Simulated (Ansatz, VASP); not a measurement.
## One calculation of SrAl2O2, two programs

Contents of INCAR:

```
SYSTEM = SrAl2O2
PREC = Accurate
ENCUT = 600
EDIFF = 1E-7
ISMEAR = 0
SIGMA = 0.1
LREAL = .False.
LASPH = .True.
NELM = 100
ALGO = Fast
ISIF = 3
LWAVE = .False.
LCHARG = .False.
GGA = PE
IBRION = 2
NSW = 100
EDIFFG = -0.01
```

The input KPOINTS:

```
Automatic mesh
0
Gamma
  14 14 14
  0 0 0
```

File POSCAR:

```
SrAl2O2
1.0
   -1.9776515531      1.9776515531      6.1076591548
    1.9776515531     -1.9776515531      6.1076591548
    1.9776515531      1.9776515531     -6.1076591548
Sr Al O
1 2 2
Direct
    0.0000000000      0.0000000000      0.0000000000
    0.7500000000      0.2500000000      0.5000000000
    0.2500000000      0.7500000000      0.5000000000
    0.2421147303      0.2421147303      0.0000000000
    0.7578852697      0.7578852697      0.0000000000
```

Input for Ansatz:

```yaml
crystal:
  lattice:
    - [-1.9776515531, 1.9776515531, 6.1076591548]
    - [1.9776515531, -1.9776515531, 6.1076591548]
    - [1.9776515531, 1.9776515531, -6.1076591548]
  atoms:
    - { symbol: Sr, position: [0.0, 0.0, 0.0] }
    - { symbol: Al, position: [0.75, 0.25, 0.5] }
    - { symbol: Al, position: [0.25, 0.75, 0.5] }
    - { symbol: O, position: [0.2421147303, 0.2421147303, 0.0] }
    - { symbol: O, position: [0.7578852697, 0.7578852697, 0.0] }
basis:
  ecutwfc: 420
kpoints:
  mp_grid: { grid: [14, 14, 14] }
hamiltonian:
  xc: pbe
scf:
  occupations: { method: gaussian, width: 0.1 }
output:
  forces: true
  stress: true
  eigenvalues: true
relax:
  adjacent_minimum: "off"
  f_tol: 0.01
  max_steps: 80
  cell: { stress_tol: 0.05 }
```

Change from the starting cell: species swapped into the LaCo2As2 type (I4/mmm, No. 139).

Alike in both runs: task relaxation of cell and atoms; functional PBE; k mesh 14 × 14 × 14; occupations gaussian, width 0.1 eV; no spin polarisation.

|  | VASP | Ansatz |
| --- | --- | --- |
| version | VASP 6.6.1 | Ansatz 0.2.0 |
| potentials or method | VASP PAW PBE potentials, release 64 (Sr_sv, Al, O), cutoff 600 eV | scalar-relativistic, plane waves, PAW |
| valence electrons in the cell | 28 | 28 |

Ansatz gave:

```
gap on the k mesh at the Fermi level, each at its own relaxed structure (eV) : none
relaxed volume (Å³/atom)                                                     : 19.26
relaxed length of the cell vector where the two differ most in proportion (Å)              : 6.770
```

**Question.** Which values does VASP return?

**Answer.** gap on the k mesh at the Fermi level, each at its own relaxed structure (eV): none; relaxed volume (Å³/atom): 19.20; relaxed length of the cell vector where the two differ most in proportion (Å): 6.747.

A gap of «none» marks a metal or a gap that the smearing closes.
